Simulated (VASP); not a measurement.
Crystal: PbS.

```
Pb S
1.0
     0.00000    2.98723    2.98723
     2.98723    0.00000    2.98723
     2.98723    2.98723    0.00000
Pb S
1 1
Direct
  0.00000 0.00000 0.00000
  0.50000 0.50000 0.50000
```

Base run:

```yaml
Program: VASP 6.6.1
Functional: r2SCAN
Potentials_or_basis: VASP PAW PBE potentials, release 64 (Pb_d, S)
Cutoff: 520 eV
k_mesh: 8 × 8 × 8
Occupations: gaussian, width 0.01 eV
Spin: no spin polarisation
```

Its results: band gap on the k mesh 0.70 eV, direct; pressure 0.0 GPa.

Task: The run is repeated on the same cell with these changes: functional from r2SCAN to PBE; k mesh from 8 × 8 × 8 to 4 × 4 × 4. What comes out?

Result: Band gap on the k mesh 0.44 eV, direct; pressure 0.9 GPa.

Several settings changed at once, so the effect can't be laid on one alone.

Caveats: some runs use coarse meshes; spin-orbit coupling is left out, which moves the levels of the heavy elements; the PAW data sets were made with another functional, which shifts forces and pressure a little (some runs).

A k mesh can miss the band edges.
